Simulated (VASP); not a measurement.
Runs of VASP 6.6.1 on Mn3Cr. The structure is that of space group Fm-3m (No. 225), or close to it. The cells are those of the table. 

```tsv
task	level	spin	cell	cutoff (eV)	gap on the mesh (eV)	pressure (GPa)
single point	PBE	collinear, ferromagnetic start	a = 3.987 Å, angles 60.0°, 4 atoms	520	none	0.0
single point	PBE	off	a = 3.958 Å, angles 60.0°, 4 atoms	520	none	(a)
single point	r2SCAN	off	a = 4.029 Å, angles 60.0°, 4 atoms	520	none	-19.1
relaxation of cell and atoms	PBE	off	relaxed from a = 4.029 Å, angles 60.0°, 4 atoms	600	none	0.0
```

Alike in all rows: potentials or basis VASP PAW PBE potentials, release 64 (Mn_pv, Cr_pv); k mesh 12 × 12 × 12; smearing gaussian 0.1 eV.

**Question.** Fill in the values left out.

**Answer.** (a) -0.1.

Caveats: the cell stands under tension (at least some runs); the PAW data sets were made with another functional, which shifts forces and pressure a little (at least some runs).

A gap of «none» marks levels without a gap at the run's occupations.
